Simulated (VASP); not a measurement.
# WSe2 (P-6m2) in VASP: notebook, part 2 of 2

VASP 6.6.1. Earlier steps stand in the parts before.

## Step 4: Single point, PBE+D3(BJ)

This run uses another cell than the first one, of the same volume but with other edges.

INCAR

```
PREC = Accurate
ENCUT = 520
EDIFF = 1E-6
ISMEAR = 0
SIGMA = 0.05
LREAL = False
LASPH = True
NELM = 60
ALGO = Normal
ISIF = 2
LWAVE = False
LCHARG = True
GGA = PE
IVDW = 12
LELF = True
LVHAR = True
NBANDS = 20
```

KPOINTS

```
Automatic mesh
0
Gamma
  9 9 4
```

POSCAR

```
WSe2
1.0
    3.3555498049      0.0000000000      0.0000000000
   -1.6777749024      2.9059913747      0.0000000000
    0.0000000000      0.0000000000      6.6784566964
W Se
1 2
Direct
    0.0000000000      0.0000000000      0.0000000000
    0.3333333333      0.6666666667      0.2405528385
    0.3333333333      0.6666666667      0.7594471615
```

Potentials or basis: VASP PAW PBE potentials, release 64 (W_sv, Se).

Started as:

```
$ cat potpaw_PBE.64/W_sv/POTCAR potpaw_PBE.64/Se/POTCAR > POTCAR
$ mpirun -np 1 vasp_std > vasp.out
```

OUTCAR:

```text
PREC = Accurate
   ENCUT = 520
   EDIFF = 1E-6
   ISMEAR = 0
   LREAL = False
   LASPH = True
   NELM = 60
   ISIF = 2
   GGA = PE
   IVDW = 12
 IVDW          = 12

 ion  position               nearest neighbor table
   1  0.000  0.000  0.000-   2 2.52   3 2.52   2 2.52   3 2.52   2 2.52   3 2.52
   2  0.333  0.667  0.241-   1 2.52   1 2.52   1 2.52
   3  0.333  0.667  0.759-   1 2.52   1 2.52   1 2.52

  LATTYP: Found a hexagonal cell.
 ALAT       =     3.3555498049
 C/A-ratio  =     1.9902719628

  Lattice vectors:

 A1 = (   3.3555498049,   0.0000000000,   0.0000000000)
 A2 = (  -1.6777749024,   2.9059913747,   0.0000000000)
 A3 = (   0.0000000000,   0.0000000000,   6.6784566964)

Analysis of symmetry for initial positions (statically):
=====================================================================
 Subroutine PRICEL returns:
 Original cell was already a primitive cell.

 Routine SETGRP: Setting up the symmetry group for a
 hexagonal supercell.

 Subroutine GETGRP returns: Found 12 space group operations
 (whereof 12 operations were pure point group operations)
 out of a pool of 24 trial point group operations.

The static configuration has the point symmetry D_3h.

Analysis of symmetry for dynamics (positions and initial velocities):
=====================================================================
 Subroutine PRICEL returns:
 Original cell was already a primitive cell.

 Routine SETGRP: Setting up the symmetry group for a
 hexagonal supercell.

 Subroutine GETGRP returns: Found 12 space group operations
 (whereof 12 operations were pure point group operations)
 out of a pool of 24 trial point group operations.

The dynamic configuration has the point symmetry D_3h.

 Subroutine INISYM returns: Found 12 space group operations
 (whereof 12 operations are pure point group operations),
 and found     1 'primitive' translations

----------------------------------------------------------------------------------------

                                     Primitive cell

  volume of cell :      65.1230

  direct lattice vectors                    reciprocal lattice vectors
     3.355549805  0.000000000  0.000000000     0.298013756  0.172058322  0.000000000
    -1.677774902  2.905991375  0.000000000     0.000000000  0.344116644  0.000000000
     0.000000000  0.000000000  6.678456696     0.000000000  0.000000000  0.149735193

  length of vectors
     3.355549805  3.355549805  6.678456696     0.344116644  0.344116644  0.149735193

  position of ions in fractional coordinates (direct lattice)
     0.000000000  0.000000000  0.000000000
     0.333333333  0.666666667  0.240552839
     0.333333333  0.666666667  0.759447161

  ion indices of the primitive-cell ions
   primitive index   ion index
                 1           1
                 2           2
                 3           3

----------------------------------------------------------------------------------------

 KPOINTS: Automatic mesh

Automatic generation of k-mesh.
 Grid dimensions read from file:
 generate k-points for:    9    9    4

 Generating k-lattice:

  Cartesian coordinates                     Fractional coordinates (reciprocal lattice)
     0.033112640  0.019117591  0.000000000     0.111111111  0.000000000  0.000000000
     0.000000000  0.038235183  0.000000000     0.000000000  0.111111111  0.000000000
     0.000000000  0.000000000  0.037433798     0.000000000  0.000000000  0.250000000

  Length of vectors
     0.038235183  0.038235183  0.037433798

  Shift w.r.t. Gamma in fractional coordinates (k-lattice)
     0.000000000  0.000000000  0.000000000

 Subroutine IBZKPT returns following result:
 ===========================================

 Found     36 irreducible k-points:

 Following reciprocal coordinates:
            Coordinates               Weight
  0.000000  0.000000  0.000000      1.000000
  0.111111  0.000000  0.000000      6.000000
  0.222222  0.000000  0.000000      6.000000
  0.333333  0.000000  0.000000      6.000000
  0.444444  0.000000  0.000000      6.000000
  0.111111  0.111111  0.000000      6.000000
[... 16 lines left out ...]
  0.333333  0.222222  0.250000     24.000000
  0.333333  0.333333  0.250000      4.000000
 [... further k-points ...]
   k-points           NKPTS =     36   k-points in BZ     NKDIM =     36   number of bands    NBANDS=     20
   number of dos      NEDOS =    301   number of ions     NIONS =      3
   total plane-waves  NPLWV =  39200
   dimension x,y,z NGX =    28 NGY =   28 NGZ =   50
   dimension x,y,z NGXF=    56 NGYF=   56 NGZF=  100
   ions per type =               1   2
   NGX,Y,Z   is equivalent  to a cutoff of  13.87, 13.87, 12.45 a.u.
   NGXF,Y,Z  is equivalent  to a cutoff of  27.74, 27.74, 24.89 a.u.
 SYSTEM =  unknown system
   PREC   = accura    normal or accurate (medium, high low for compatibility)
   ISTART =      0    job   : 0-new  1-cont  2-samecut
   ICHARG =      2    charge: 1-file 2-atom 10-const
   ISPIN  =      1    spin polarized calculation?
   LNONCOLLINEAR =      F non collinear calculations
   LSORBIT =      F    spin-orbit coupling
   LASPH  =      T    aspherical Exc in radial PAW
   ENCUT  =  520.0 eV  38.22 Ry    6.18 a.u.   6.24  6.24 12.42*2*pi/ulx,y,z
   NELM   =     60;   NELMIN=  2; NELMDL= -5     # of ELM steps
   EDIFF  = 0.1E-05   stopping-criterion for ELM
   LREAL  =      F    real-space projection
   EDIFFG = 0.1E-04   stopping-criterion for IOM
   NSW    =      0    number of steps for IOM
   IBRION =     -1    ionic relax: 0-MD 1-quasi-New 2-CG
   NFREE  =      0    steps in history (QN), initial steepest desc. (CG)
   ISIF   =      2    stress and relaxation
   ISYM   =      2    0-nonsym 1-usesym 2-fastsym
   POTIM  = 0.5000    time-step for ionic-motion
   TEBEG  =    0.0;   TEEND  =   0.0 temperature during run
   PSTRESS=    0.0 pullay stress
   NELECT =      26.0000    total number of electrons
   NUPDOWN=      -1.0000    fix difference up-down
   EMIN   =  10.00;   EMAX   =-10.00  energy-range for DOS
   EFERMI =   0.00;   METHOD = LEGACY
   ISMEAR =     0;   SIGMA  =   0.05  broadening in eV -4-tet -1-fermi 0-gaus
   EFERMI_NEDOS =   21; number of points for ismear=-14 and -15
   IALGO  =     38    algorithm
   IMIX   =      4    mixing-type and parameters
     AMIX     =   0.40;   BMIX     =  1.00
     AMIX_MAG =   1.60;   BMIX_MAG =  1.00
  volume/ion in A,a.u.               =      21.71       146.49
  Fermi-wavevector in a.u.,A,eV,Ry     =   1.205465  2.277998 19.771247  1.453146
  Thomas-Fermi vector in A             =   2.341160
   LORBIT       =      0    0 simple, 1 ext, 2 COOP (PROOUT), +10 PAW based schemes
   GGA     = PE    functional components
   LHFCALC =     F    Hartree Fock is set to
   AEXX    =    0.0000 exact exchange contribution
   IVDW    =    12    specifies the selected vdW correction
   LEPSILON=     F    determine dielectric tensor
   LRPA    =     F    only Hartree local field effects (RPA)
 non-spin polarized calculation
 Gauss-broadening in eV      SIGMA  =   0.05
  energy-cutoff  :      520.00
  volume of cell :       65.12
 maximum number of plane-waves:      1776
 NGX is ok and might be reduce to    28

 number of electron      25.9999994 magnetization

 Free energy of the ion-electron system (eV)
  ---------------------------------------------------
  ext. energy  EPLUGINS =         0.00000000
  ---------------------------------------------------
  free energy    TOTEN  =       -21.45048026 eV

  energy without entropy =      -21.45048026  energy(sigma->0) =      -21.45048026

 E-fermi :   6.1976     XC(G=0): -10.2439

 val. band max:        5.8061792712   @ k =   0.0000   0.0000   0.5000
 cond. band min:       6.4899500359   @ k =   0.3333   0.3333   0.0000
 fundamental gap:      0.6837707648
 Fermi energy:         6.1975741987

 k-point     1 :       0.0000    0.0000    0.0000
  band No.  band energies     occupation
      1     -68.7978      2.00000
      2     -33.0199      2.00000
      3     -32.9618      2.00000
      4     -32.9618      2.00000
      5      -9.6399      2.00000
      6      -7.9889      2.00000
[... 12 lines left out ...]
     19      13.1481      0.00000
[... 513 lines left out ...]
      4     -32.9766      2.00000
      5      -7.4943      2.00000
      6      -7.1882      2.00000
[... 12 lines left out ...]
     19      11.6169      0.00000
     20      14.8596      0.00000

 [... further k-points ...]

------------------------ aborting loop because EDIFF is reached ----------------------------------------

 Edisp (eV)   -1.29708

 E8    (eV) :    -0.5780

  FORCE on cell =-STRESS in cart. coord.  units (eV):
  Direction    XX          YY          ZZ          XY          YZ          ZX
  --------------------------------------------------------------------------------------
  -------------------------------------------------------------------------------------
  Total      -0.68741    -0.68741     3.62570    -0.00000     0.00000     0.00000
  in kB     -16.91181   -16.91181    89.20067    -0.00000     0.00000     0.00000
  external pressure =       18.46 kB  Pullay stress =        0.00 kB

 VOLUME and BASIS-vectors are now :
 -----------------------------------------------------------------------------
  energy-cutoff  :      520.00
  volume of cell :       65.12
      direct lattice vectors                 reciprocal lattice vectors
     3.355549805  0.000000000  0.000000000     0.298013756  0.172058322  0.000000000
    -1.677774902  2.905991375  0.000000000     0.000000000  0.344116644  0.000000000
     0.000000000  0.000000000  6.678456696     0.000000000  0.000000000  0.149735193

 POSITION                                       TOTAL-FORCE (eV/Angst)
 -----------------------------------------------------------------------------------
      0.00000      0.00000      0.00000         0.000000      0.000000     -0.000000
     -0.00000      1.93733      1.60652        -0.000000      0.000000      0.870312
     -0.00000      1.93733      5.07193         0.000000     -0.000000     -0.870312
 -----------------------------------------------------------------------------------
    total drift:                                0.000000     -0.000000     -0.000000

  FREE ENERGIE OF THE ION-ELECTRON SYSTEM (eV)
  ---------------------------------------------------
  free  energy   TOTEN  =       -22.7475595956 eV

  energy  without entropy=      -22.7475595956  energy(sigma->0) =      -22.74755960
```

OSZICAR:

```text
N       E                     dE             d eps       ncg     rms          rms(c)
DAV:   1     0.196727645299E+03    0.19673E+03   -0.12754E+04  1440   0.126E+03
DAV:   2    -0.123015211249E+02   -0.20903E+03   -0.20265E+03  1764   0.329E+02
DAV:   3    -0.222994990413E+02   -0.99980E+01   -0.98991E+01  1776   0.665E+01
DAV:   4    -0.224271511295E+02   -0.12765E+00   -0.12750E+00  1696   0.826E+00
DAV:   5    -0.224286422093E+02   -0.14911E-02   -0.14910E-02  1756   0.964E-01    0.212E+01
DAV:   6    -0.216303194305E+02    0.79832E+00   -0.48381E+00  1568   0.142E+01    0.735E+00
DAV:   7    -0.214977880033E+02    0.13253E+00   -0.12285E+00  1500   0.596E+00    0.454E+00
DAV:   8    -0.214497643710E+02    0.48024E-01   -0.19600E-01  1628   0.299E+00    0.612E-01
DAV:   9    -0.214501431102E+02   -0.37874E-03   -0.93072E-03  1672   0.620E-01    0.303E-01
DAV:  10    -0.214503578605E+02   -0.21475E-03   -0.13956E-03  1660   0.273E-01    0.708E-02
DAV:  11    -0.214504253083E+02   -0.67448E-04   -0.15504E-04  1652   0.809E-02    0.458E-02
DAV:  12    -0.214504750748E+02   -0.49766E-04   -0.71099E-05  1560   0.520E-02    0.127E-02
DAV:  13    -0.214504797258E+02   -0.46510E-05   -0.13555E-05  1732   0.251E-02    0.443E-03
DAV:  14    -0.214504802615E+02   -0.53569E-06   -0.12333E-06  1408   0.646E-03
   1 F= -.22747560E+02 E0= -.22747560E+02  d E =-.692374E-18
```

stdout:

```text
POSCAR found type information on POSCAR W Se
 POSCAR found :  2 types and       3 ions
 scaLAPACK will be used
 LDA part: xc-table for (Slater+PW92), standard interpolation
 POSCAR, INCAR and KPOINTS ok, starting setup
 FFT: planning ... GRIDC
 FFT: planning ... GRID_SOFT
 FFT: planning ... GRID
 WAVECAR not read
 entering main loop
```

It took 70 s on 1 thread of AMD EPYC 7R13, shared host; peak memory 0.19 GiB.

What came out:

| Quantity | Value |
| --- | --- |
| Free energy | -22.7476 eV |
| Pressure | 1.8 GPa |
| Largest force | 0.870 eV/Å |
| Band gap on the k mesh | 0.68 eV (least direct gap 1.25 eV) |
| Dispersion energy per atom | -0.432 eV |

Forces in eV/Å, atoms in the order of the input:
```
W    0.000  0.000  0.000
Se   0.000  0.000  0.870
Se   0.000  0.000 -0.870
```

Caveat: the cell differs from its parent crystal (strain +e along x and -e along y +0.0000, strain +e along z and -e/2 along x and y -0.0467); spin-orbit coupling is left out, which moves the levels of the heavy elements; an odd mesh through Γ misses points on the zone boundary, where band edges can lie.

## Step 5: The runs side by side

| cell | gap on the mesh (eV) | pressure (GPa) | largest force (eV/Å) |
| --- | --- | --- | --- |
| a = 3.164, b = 3.164, c = 7.496 Å, angles 90.0, 90.0, 120.0°, 3 atoms | 1.01 | -0.5 | 1.06 |
| a = 3.394, b = 3.394, c = 6.515 Å, angles 90.0, 90.0, 120.0°, 3 atoms | 0.23 | 2.9 | 1.30 |
| a = 3.356, b = 3.356, c = 6.678 Å, angles 90.0, 90.0, 120.0°, 3 atoms | 0.68 | 1.8 | 0.87 |

Alike in all rows: task single point; level PBE+D3(BJ); potentials or basis VASP PAW PBE potentials, release 64 (W_sv, Se); no spin polarisation; k mesh 9 × 9 × 4; cutoff (eV) 520; smearing gaussian 0.05 eV.

Caveats: spin-orbit coupling is left out, which moves the levels of the heavy elements; an odd mesh through Γ misses points on the zone boundary, where band edges can lie; forces of over 1 eV/Å act on the atoms, so gaps and moduli don't describe the material at rest (at least some runs).

Total energies depend on the potentials used, so only differences within one code and one set of settings carry meaning.
